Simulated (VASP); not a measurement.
# NiGe3 (Pm-3m) in VASP: a series of runs

NiGe3 is run at these levels: PBEsol; tasks: relaxation of cell and atoms, single point.

Everything below comes from runs of VASP 6.6.1. Logs are shortened: lines on timing, memory, paths and dates and some standing lists are left out, and cuts for length are marked.

## (1) The cell of the first run

The structure is cubic, space group Pm-3m (No. 221). Conventional cell: a = 3.968 Å, b = 3.968 Å, c = 3.968 Å, α = 90.00°, β = 90.00°, γ = 90.00°. Within 3.7 Å of Ge (site symmetry 4/mmm) lie 8 Ge at 2.81 Å and 4 Ni at 2.81 Å. Ni (site symmetry m-3m) has 12 Ge at 2.81 Å within 3.7 Å.

## (2) Relaxation of cell and atoms, PBEsol

INCAR

```
PREC = Accurate
ENCUT = 600
EDIFF = 1E-7
ISMEAR = 0
SIGMA = 0.1
LREAL = False
LASPH = True
NELM = 80
ALGO = Normal
ISIF = 3
LWAVE = False
LCHARG = False
GGA = PS
IBRION = 2
NSW = 100
EDIFFG = -0.01
```

KPOINTS

```
Automatic mesh
0
Gamma
  10 10 10
```

POSCAR

```
NiGe3
1.0
    3.9680886071      0.0000000000      0.0000000000
    0.0000000000      3.9680886071      0.0000000000
    0.0000000000      0.0000000000      3.9680886071
Ge Ni
3 1
Direct
    0.0000000000      0.5000000000      0.5000000000
    0.5000000000      0.0000000000      0.5000000000
    0.5000000000      0.5000000000      0.0000000000
    0.0000000000      0.0000000000      0.0000000000
```

Potentials or basis: VASP PAW PBE potentials, release 64 (Ge_d, Ni).

The run is started by

```bash
> cat potpaw_PBE.64/Ge_d/POTCAR potpaw_PBE.64/Ni/POTCAR > POTCAR
> mpirun -np 1 vasp_std > vasp.out
```

OUTCAR:

```text
PREC = Accurate
   ENCUT = 600
   EDIFF = 1E-7
   ISMEAR = 0
   LREAL = False
   LASPH = True
   NELM = 80
   ISIF = 3
   GGA = PS
   IBRION = 2
   NSW = 100
   EDIFFG = -0.01

 ion  position               nearest neighbor table
   1  0.000  0.500  0.500-   2 2.81   3 2.81   4 2.81   3 2.81   4 2.81   2 2.81   4 2.81   4 2.81
                             2 2.81   3 2.81   3 2.81   2 2.81
   2  0.500  0.000  0.500-   1 2.81   3 2.81   4 2.81   3 2.81   4 2.81   1 2.81   3 2.81   3 2.81
                             1 2.81   4 2.81   4 2.81   1 2.81
   3  0.500  0.500  0.000-   1 2.81   2 2.81   4 2.81   1 2.81   2 2.81   2 2.81   4 2.81   2 2.81
                             1 2.81   4 2.81   1 2.81   4 2.81
   4  0.000  0.000  0.000-   1 2.81   2 2.81   3 2.81   1 2.81   2 2.81   1 2.81   3 2.81   1 2.81
                             2 2.81   3 2.81   2 2.81   3 2.81

  LATTYP: Found a simple cubic cell.
 ALAT       =     3.9680886071

  Lattice vectors:

 A1 = (   3.9680886071,   0.0000000000,   0.0000000000)
 A2 = (   0.0000000000,   3.9680886071,   0.0000000000)
 A3 = (   0.0000000000,   0.0000000000,   3.9680886071)

Analysis of symmetry for initial positions (statically):
=====================================================================
 Subroutine PRICEL returns:
 Original cell was already a primitive cell.

 Routine SETGRP: Setting up the symmetry group for a
 simple cubic supercell.

 Subroutine GETGRP returns: Found 48 space group operations
 (whereof 48 operations were pure point group operations)
 out of a pool of 48 trial point group operations.

The static configuration has the point symmetry O_h .

Analysis of symmetry for dynamics (positions and initial velocities):
=====================================================================
 Subroutine PRICEL returns:
 Original cell was already a primitive cell.

 Routine SETGRP: Setting up the symmetry group for a
 simple cubic supercell.

 Subroutine GETGRP returns: Found 48 space group operations
 (whereof 48 operations were pure point group operations)
 out of a pool of 48 trial point group operations.

The dynamic configuration has the point symmetry O_h .

 Subroutine INISYM returns: Found 48 space group operations
 (whereof 48 operations are pure point group operations),
 and found     1 'primitive' translations

----------------------------------------------------------------------------------------

                                     Primitive cell

  volume of cell :      62.4804

  direct lattice vectors                    reciprocal lattice vectors
     3.968088607  0.000000000  0.000000000     0.252010502  0.000000000  0.000000000
     0.000000000  3.968088607  0.000000000     0.000000000  0.252010502  0.000000000
     0.000000000  0.000000000  3.968088607     0.000000000  0.000000000  0.252010502

  length of vectors
     3.968088607  3.968088607  3.968088607     0.252010502  0.252010502  0.252010502

  position of ions in fractional coordinates (direct lattice)
     0.000000000  0.500000000  0.500000000
     0.500000000  0.000000000  0.500000000
     0.500000000  0.500000000  0.000000000
     0.000000000  0.000000000  0.000000000

  ion indices of the primitive-cell ions
   primitive index   ion index
                 1           1
                 2           2
                 3           3
                 4           4

----------------------------------------------------------------------------------------

 KPOINTS: Automatic mesh

Automatic generation of k-mesh.
 Grid dimensions read from file:
 generate k-points for:   10   10   10

 Generating k-lattice:

  Cartesian coordinates                     Fractional coordinates (reciprocal lattice)
     0.025201050  0.000000000  0.000000000     0.100000000  0.000000000  0.000000000
     0.000000000  0.025201050  0.000000000     0.000000000  0.100000000  0.000000000
     0.000000000  0.000000000  0.025201050     0.000000000  0.000000000  0.100000000

  Length of vectors
     0.025201050  0.025201050  0.025201050

  Shift w.r.t. Gamma in fractional coordinates (k-lattice)
     0.000000000  0.000000000  0.000000000

 Subroutine IBZKPT returns following result:
 ===========================================

 Found     56 irreducible k-points:

 Following reciprocal coordinates:
            Coordinates               Weight
  0.000000  0.000000  0.000000      1.000000
  0.100000  0.000000  0.000000      6.000000
  0.200000  0.000000  0.000000      6.000000
  0.300000  0.000000  0.000000      6.000000
  0.400000  0.000000  0.000000      6.000000
  0.500000  0.000000  0.000000      3.000000
[... 16 lines left out ...]
  0.200000  0.100000  0.100000     24.000000
  0.300000  0.100000  0.100000     24.000000
 [... further k-points ...]
   k-points           NKPTS =     56   k-points in BZ     NKDIM =     56   number of bands    NBANDS=     31
   number of dos      NEDOS =    301   number of ions     NIONS =      4
   total plane-waves  NPLWV =  32768
   dimension x,y,z NGX =    32 NGY =   32 NGZ =   32
   dimension x,y,z NGXF=    64 NGYF=   64 NGZF=   64
   ions per type =               3   1
   NGX,Y,Z   is equivalent  to a cutoff of  13.41, 13.41, 13.41 a.u.
   NGXF,Y,Z  is equivalent  to a cutoff of  26.81, 26.81, 26.81 a.u.
 SYSTEM =  unknown system
   PREC   = accura    normal or accurate (medium, high low for compatibility)
   ISTART =      0    job   : 0-new  1-cont  2-samecut
   ICHARG =      2    charge: 1-file 2-atom 10-const
   ISPIN  =      1    spin polarized calculation?
   LNONCOLLINEAR =      F non collinear calculations
   LSORBIT =      F    spin-orbit coupling
   LASPH  =      T    aspherical Exc in radial PAW
   ENCUT  =  600.0 eV  44.10 Ry    6.64 a.u.   7.93  7.93  7.93*2*pi/ulx,y,z
   NELM   =     80;   NELMIN=  2; NELMDL= -5     # of ELM steps
   EDIFF  = 0.1E-06   stopping-criterion for ELM
   LREAL  =      F    real-space projection
   EDIFFG = -.1E-01   stopping-criterion for IOM
   NSW    =    100    number of steps for IOM
   IBRION =      2    ionic relax: 0-MD 1-quasi-New 2-CG
   NFREE  =      1    steps in history (QN), initial steepest desc. (CG)
   ISIF   =      3    stress and relaxation
   ISYM   =      2    0-nonsym 1-usesym 2-fastsym
   POTIM  = 0.5000    time-step for ionic-motion
   TEBEG  =    0.0;   TEEND  =   0.0 temperature during run
   PSTRESS=    0.0 pullay stress
   NELECT =      52.0000    total number of electrons
   NUPDOWN=      -1.0000    fix difference up-down
   EMIN   =  10.00;   EMAX   =-10.00  energy-range for DOS
   EFERMI =   0.00;   METHOD = LEGACY
   ISMEAR =     0;   SIGMA  =   0.10  broadening in eV -4-tet -1-fermi 0-gaus
   EFERMI_NEDOS =   21; number of points for ismear=-14 and -15
   IALGO  =     38    algorithm
   IMIX   =      4    mixing-type and parameters
     AMIX     =   0.40;   BMIX     =  1.00
     AMIX_MAG =   1.60;   BMIX_MAG =  1.00
  volume/ion in A,a.u.               =      15.62       105.41
  Fermi-wavevector in a.u.,A,eV,Ry     =   1.539907  2.910003 32.263693  2.371315
  Thomas-Fermi vector in A             =   2.646069
   LORBIT       =      0    0 simple, 1 ext, 2 COOP (PROOUT), +10 PAW based schemes
   GGA     = PS    functional components
   LHFCALC =     F    Hartree Fock is set to
   AEXX    =    0.0000 exact exchange contribution
   IVDW    =     0    specifies the selected vdW correction
   LEPSILON=     F    determine dielectric tensor
   LRPA    =     F    only Hartree local field effects (RPA)
 conjugate gradient relaxation of ions
 non-spin polarized calculation
 Gauss-broadening in eV      SIGMA  =   0.10
  energy-cutoff  :      600.00
  volume of cell :       62.48
 maximum number of plane-waves:      2176
 NGX is ok and might be reduce to    32
   NGX = 15   NGY = 15   NGZ = 15

--------------------------------------- Ionic step        1  -------------------------------------------

 number of electron      51.9999967 magnetization

 Free energy of the ion-electron system (eV)
  ---------------------------------------------------
  ext. energy  EPLUGINS =         0.00000000
  ---------------------------------------------------
  free energy    TOTEN  =       -20.03144824 eV

  energy without entropy =      -20.02014794  energy(sigma->0) =      -20.02579809

------------------------ aborting loop because EDIFF is reached ----------------------------------------

  FORCE on cell =-STRESS in cart. coord.  units (eV):
  Direction    XX          YY          ZZ          XY          YZ          ZX
  --------------------------------------------------------------------------------------
  -------------------------------------------------------------------------------------
  Total       -0.0916999     -0.0916999     -0.0916999     -0.0000000     -0.0000000      0.0000000
  in kB       -2.3514481     -2.3514481     -2.3514481     -0.0000000     -0.0000000      0.0000000
  external PRESSURE =      -2.3514481 kB  Pullay stress =       0.0000000 kB
[... 61 lines left out ...]
  energy  without entropy=      -20.0205216200  energy(sigma->0) =      -20.02601809

--------------------------------------- Ionic step        3  -------------------------------------------

 number of electron      51.9999970 magnetization

 Free energy of the ion-electron system (eV)
  ---------------------------------------------------
  ext. energy  EPLUGINS =         0.00000000
  ---------------------------------------------------
  free energy    TOTEN  =       -20.03153904 eV

  energy without entropy =      -20.02043372  energy(sigma->0) =      -20.02598638

 E-fermi :   8.0655     XC(G=0): -12.1859

 val. band max:        8.0618150961   @ k =   0.3000   0.2000   0.1000
 cond. band min:       8.1170652341   @ k =   0.3000   0.1000   0.0000
 fundamental gap:      0.0552501380
 Fermi energy:         8.0654805026

 k-point     1 :       0.0000    0.0000    0.0000
  band No.  band energies     occupation
      1     -16.7611      2.00000
      2     -16.7611      2.00000
      3     -16.7611      2.00000
      4     -16.7555      2.00000
      5     -16.6594      2.00000
      6     -16.6594      2.00000
[... 805 lines left out ...]
     30      11.4764      0.00000
     31      12.1691      0.00000

 [... further k-points ...]

------------------------ aborting loop because EDIFF is reached ----------------------------------------

  FORCE on cell =-STRESS in cart. coord.  units (eV):
  Direction    XX          YY          ZZ          XY          YZ          ZX
  --------------------------------------------------------------------------------------
  -------------------------------------------------------------------------------------
  Total       -0.0272340     -0.0272340     -0.0272340     -0.0000000     -0.0000000     -0.0000000
  in kB       -0.6998306     -0.6998306     -0.6998306     -0.0000000     -0.0000000     -0.0000000
  external PRESSURE =      -0.6998306 kB  Pullay stress =       0.0000000 kB
[... 19 lines left out ...]
  FREE ENERGIE OF THE ION-ELECTRON SYSTEM (eV)
  ---------------------------------------------------
  free  energy   TOTEN  =       -20.0315390392 eV

  energy  without entropy=      -20.0204337206  energy(sigma->0) =      -20.02598638

 reached required accuracy - stopping structural energy minimisation
```

It took 84 s on 1 thread of Intel Xeon 6975P-C (Granite Rapids), shared host; peak memory 0.25 GiB.

Results:

```
Free energy                            : -20.0315 eV
Relaxed volume                         : 15.59 Å³/atom
Relaxed cell                           : a = 3.965 Å, b = 3.965 Å, c = 3.965 Å, α = 90.00°, β = 90.00°, γ = 90.00°
Space group after relaxing (to 0.05 Å) : Pm-3m (No. 221)
Energy gained by relaxing              : 0.0 meV/atom
Ionic steps                            : 3
Pressure after relaxing                : -0.1 GPa
Band gap on the k mesh                 : zero (band 26 reaches 8.49 eV, above the bottom of band 27 at 7.21 eV)
```

Final structure:
```cif
data_structure
_symmetry_space_group_name_H-M 'P 1'
_symmetry_Int_Tables_number 1
_cell_length_a 3.9653
_cell_length_b 3.9653
_cell_length_c 3.9653
_cell_angle_alpha 90.000
_cell_angle_beta 90.000
_cell_angle_gamma 90.000
_cell_volume 62.35
loop_
_atom_site_label
_atom_site_type_symbol
_atom_site_fract_x
_atom_site_fract_y
_atom_site_fract_z
_atom_site_occupancy
Ge1 Ge 0.00000 0.50000 0.50000 1
Ge2 Ge 0.50000 0.00000 0.50000 1
Ge3 Ge 0.50000 0.50000 0.00000 1
Ni1 Ni 0.00000 0.00000 0.00000 1
```

Levels at points of the mesh, in eV from the Fermi level:
```
           k point  band 22  band 23  band 24  band 25  band 26  band 27  band 28  band 29  band 30  band 31
(0.00, 0.00, 0.00)    -1.53    -1.53    -1.53    -0.78    -0.78     0.20     3.52     3.52     3.52     5.79
(0.50, 0.00, 0.00)    -1.50    -1.43    -0.59    -0.59    -0.10    -0.10     0.49     0.61     2.13     6.33
(0.50, 0.50, 0.00)    -1.39    -1.32    -1.32    -0.02     0.21     1.22     1.22     2.05     2.05     4.46
(0.50, 0.50, 0.50)    -5.11    -1.26    -1.26    -1.17    -0.85    -0.85    -0.85     8.49     8.49     8.88
```

Caveat: the PAW data sets were made with another functional, which shifts forces and pressure a little. Spin polarisation is off, so any magnetic state and its effect on volume and gap are missing.

## (3) Single point, PBEsol, collinear spin, ferromagnetic start

This run uses another cell than the first one, of 18.68 Å³/atom, 1.196 times its volume.

INCAR

```
PREC = Accurate ; ENCUT = 520
EDIFF = 1E-6 ; ISMEAR = 0
SIGMA = 0.1 ; LREAL = F
LASPH = T ; NELM = 150
ALGO = Normal ; ISIF = 2
LWAVE = F ; LCHARG = F
ISPIN = 2 ; MAGMOM = 0 0 0 2.5
LORBIT = 11 ; LMAXMIX = 4
GGA = PS ; NBANDS = 38
```

KPOINTS

```
regular mesh
0
Gamma
  10 10 10
```

POSCAR

```
NiGe3
1.0
    4.2118370924      0.0000000000      0.0000000000
    0.0000000000      4.2118370924      0.0000000000
    0.0000000000      0.0000000000      4.2118370924
Ge Ni
3 1
Direct
    0.0000000000      0.5000000000      0.5000000000
    0.5000000000      0.0000000000      0.5000000000
    0.5000000000      0.5000000000      0.0000000000
    0.0000000000      0.0000000000      0.0000000000
```

Potentials or basis: VASP PAW PBE potentials, release 64 (Ge_d, Ni).

The run is started by

```bash
> cat potpaw_PBE.64/Ge_d/POTCAR potpaw_PBE.64/Ni/POTCAR > POTCAR
> mpirun -np 1 vasp_std > vasp.out
```

OUTCAR:

```text
PREC = Accurate
   ENCUT = 520
   EDIFF = 1E-6
   ISMEAR = 0
   LREAL = F
   LASPH = T
   NELM = 150
   ISIF = 2
   ISPIN = 2
   LORBIT = 11
   GGA = PS

 ion  position               nearest neighbor table
   1  0.000  0.500  0.500-   4 2.98   4 2.98   4 2.98   4 2.98
   2  0.500  0.000  0.500-   4 2.98   4 2.98   4 2.98   4 2.98
   3  0.500  0.500  0.000-   4 2.98   4 2.98   4 2.98   4 2.98
   4  0.000  0.000  0.000-   1 2.98   2 2.98   3 2.98   1 2.98   2 2.98   1 2.98   3 2.98   1 2.98
                             2 2.98   3 2.98   2 2.98   3 2.98

  LATTYP: Found a simple cubic cell.
[... 2200 lines left out ...]
      direct lattice vectors                 reciprocal lattice vectors
     4.211837092  0.000000000  0.000000000     0.237426087  0.000000000  0.000000000
     0.000000000  4.211837092  0.000000000     0.000000000  0.237426087  0.000000000
     0.000000000  0.000000000  4.211837092     0.000000000  0.000000000  0.237426087

 POSITION                                       TOTAL-FORCE (eV/Angst)
 -----------------------------------------------------------------------------------
      0.00000      2.10592      2.10592         0.000000      0.000000      0.000000
      2.10592      0.00000      2.10592         0.000000      0.000000      0.000000
      2.10592      2.10592      0.00000         0.000000      0.000000      0.000000
      0.00000      0.00000      0.00000         0.000000      0.000000      0.000000
 -----------------------------------------------------------------------------------
    total drift:                                0.000000     -0.000000     -0.000000

  FREE ENERGIE OF THE ION-ELECTRON SYSTEM (eV)
  ---------------------------------------------------
  free  energy   TOTEN  =       -19.5055840218 eV

  energy  without entropy=      -19.4936132441  energy(sigma->0) =      -19.49959863

 total charge

# of ion       s       p       d       tot
------------------------------------------
    1        1.262   0.863  10.014  12.139
    2        1.262   0.863  10.014  12.139
    3        1.262   0.863  10.014  12.139
    4        0.345   0.201   8.404   8.950
--------------------------------------------------
tot          4.130   2.792  38.447  45.368

 magnetization (x)

# of ion       s       p       d       tot
------------------------------------------
    1       -0.000   0.000   0.000   0.000
    2       -0.000   0.000   0.000   0.000
    3       -0.000   0.000   0.000   0.000
    4       -0.000  -0.000  -0.000  -0.000
--------------------------------------------------
tot         -0.000   0.000  -0.000  -0.000
```

OSZICAR:

```text
N       E                     dE             d eps       ncg     rms          rms(c)
DAV:   1     0.448716105253E+03    0.44872E+03   -0.23266E+04 10808   0.357E+03
DAV:   2     0.618710828953E+02   -0.38685E+03   -0.36820E+03  8512   0.765E+02
DAV:   3    -0.166635476548E+02   -0.78535E+02   -0.76598E+02  9246   0.189E+02
DAV:   4    -0.208675430323E+02   -0.42040E+01   -0.41798E+01  9768   0.495E+01
[... 12 lines left out ...]
DAV:  17    -0.195055374207E+02    0.29369E-03   -0.35043E-03  9800   0.374E-01    0.647E-02
DAV:  18    -0.195055846590E+02   -0.47238E-04   -0.32912E-04  9170   0.883E-02    0.317E-02
DAV:  19    -0.195055858795E+02   -0.12205E-05   -0.80740E-06  9204   0.242E-02    0.253E-02
DAV:  20    -0.195055835370E+02    0.23425E-05   -0.11279E-05  8206   0.358E-02    0.567E-03
DAV:  21    -0.195055840218E+02   -0.48478E-06   -0.12010E-06  6136   0.876E-03
   1 F= -.19505584E+02 E0= -.19499599E+02  d E =-.119708E-01  mag=    -0.0003
```

Run time: 4.7 min. Hardware: 1 thread of Intel Xeon Platinum 8259CL at 2.50GHz (Skylake/Cascade Lake), shared host; peak memory 0.36 GiB.

What came out:

- Free energy: -19.5056 eV
- Pressure: -11.7 GPa
- Band gap on the k mesh: zero (filled and empty bands overlap)
- Net moment: 0.00 μB per cell
- Valence electrons inside the program's atomic spheres: Ge 12.14; Ni 8.95

Levels at points of the mesh, in eV from the Fermi level:
Spin up:
| k point | band 23 | band 24 | band 25 | band 26 | band 27 | band 28 | band 29 | band 30 |
| --- | --- | --- | --- | --- | --- | --- | --- | --- |
| (0.00, 0.00, 0.00) | -1.08 | -1.08 | -0.72 | -0.72 | 0.41 | 3.14 | 3.14 | 3.14 |
| (0.50, 0.00, 0.00) | -1.05 | -0.21 | -0.21 | -0.07 | 0.03 | 0.03 | 0.89 | 1.95 |
| (0.50, 0.50, 0.00) | -0.93 | -0.92 | -0.18 | 0.24 | 0.93 | 0.93 | 1.85 | 1.85 |
| (0.50, 0.50, 0.50) | -0.88 | -0.88 | -0.81 | -0.66 | -0.66 | -0.66 | 7.13 | 7.13 |
Spin down:
```tsv
k point	band 23	band 24	band 25	band 26	band 27	band 28	band 29	band 30
(0.00, 0.00, 0.00)	-1.09	-1.09	-0.72	-0.72	0.41	3.14	3.14	3.14
(0.50, 0.00, 0.00)	-1.05	-0.21	-0.21	-0.07	0.03	0.03	0.89	1.95
(0.50, 0.50, 0.00)	-0.93	-0.92	-0.18	0.24	0.93	0.93	1.85	1.85
(0.50, 0.50, 0.50)	-0.88	-0.88	-0.81	-0.66	-0.66	-0.66	7.13	7.13
```

Caveat: the starting moments collapsed, and a magnetic state may lie lower; the PAW data sets were made with another functional, which shifts forces and pressure a little.
